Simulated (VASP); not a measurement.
Set up this calculation in VASP 6.6.1, as the native input.

* Task: single point
* Functional: PBE
* Potentials or basis: VASP PAW PBE potentials, release 64 (Mg, O, H)
* Cutoff: 520 eV
* k mesh: 2 × 2 × 2
* Occupations: gaussian, width 0.05 eV
* Spin: collinear spin
* Starting moments: [0.0, 0.0, 0.0, 0.0, 0.0, 0.0, 0.0, 0.0, 0.0, 0.0, 0.0, 0.0, 0.0, 0.0, 0.0, 0.0, 1.0] μB
* Dipole correction: no
* Further INCAR settings: LREAL = Auto; ALGO = Normal; EDIFF = 1e-06; NBANDS = 50

The structure of Mg8HO8 (a cell with a defect) lies in POSCAR:

```
Mg8HO8
1.0
    0.0000000000      4.1180000000      4.1180000000
    4.1180000000      0.0000000000      4.1180000000
    4.1180000000      4.1180000000      0.0000000000
Mg O H
8 8 1
Direct
    0.0006444618      0.0019531571      0.0013442846
    0.0006449020      0.0019535324      0.4960273420
    0.0006348330      0.4966653490      0.0013351322
   -0.0001536252      0.5004423056      0.4998410297
    0.4952980309      0.0019627792      0.0013548443
    0.4991573361      0.0011171718      0.4998481829
    0.4991533493      0.5004455460      0.0005261819
    0.4991535702      0.5004456386      0.4998458903
    0.2491851624      0.2504802062      0.2498776725
    0.2491852260      0.2504801699      0.7504276999
    0.2491852379      0.7510282596      0.2498786196
    0.2654311908      0.7452476839      0.7446459245
    0.7497321127      0.2504804524      0.2498791382
    0.7439485510      0.2667503285      0.7446360978
    0.7439515352      0.7452413514      0.2661348088
    0.7439514577      0.7452409320      0.7446429518
    0.8742605684      0.8756785366      0.8750144989
```

One way to write it, as run:

INCAR

```
PREC = Accurate ; ENCUT = 520
EDIFF = 1E-6 ; ISMEAR = 0
SIGMA = 0.05 ; LREAL = Auto
LASPH = True ; NELM = 150
ALGO = Normal ; ISIF = 2
LWAVE = False ; LCHARG = True
ISPIN = 2 ; MAGMOM = 0 0 0 0 0 0 0 0 0 0 0 0 0 0 0 0 1
LORBIT = 11 ; GGA = PE
LELF = True ; LVHAR = True
NBANDS = 50
```

KPOINTS

```
regular mesh
0
Gamma
  2 2 2
```

Potentials or basis: VASP PAW PBE potentials, release 64 (Mg, O, H).

Launch:

```bash
$ cat potpaw_PBE.64/Mg/POTCAR potpaw_PBE.64/O/POTCAR potpaw_PBE.64/H/POTCAR > POTCAR
$ mpirun -np 1 vasp_std > vasp.out
```

It gave:

| Quantity | Value |
| --- | --- |
| Pressure | 24.3 GPa |
| Largest force | 0.033 eV/Å |
| Net moment | 0.75 μB per cell |
| Site moments | Mg +0.00; O -0.00, +0.08 (each value once); H +0.22 μB |
| Valence electrons inside the program's atomic spheres | Mg 0.46, 0.47 (each value once); O 5.15, 5.14 (each value once); H 0.59 |

Caveat: the k points lie up to 0.66 Å⁻¹ apart; a moment this small can come from the mesh or the smearing.

Wall time 5.4 min on 1 thread of Intel(R) Xeon(R) Platinum 8259CL CPU @ 2.50GHz (Skylake/Cascade Lake), on a shared host, peak memory 0.42 GiB.
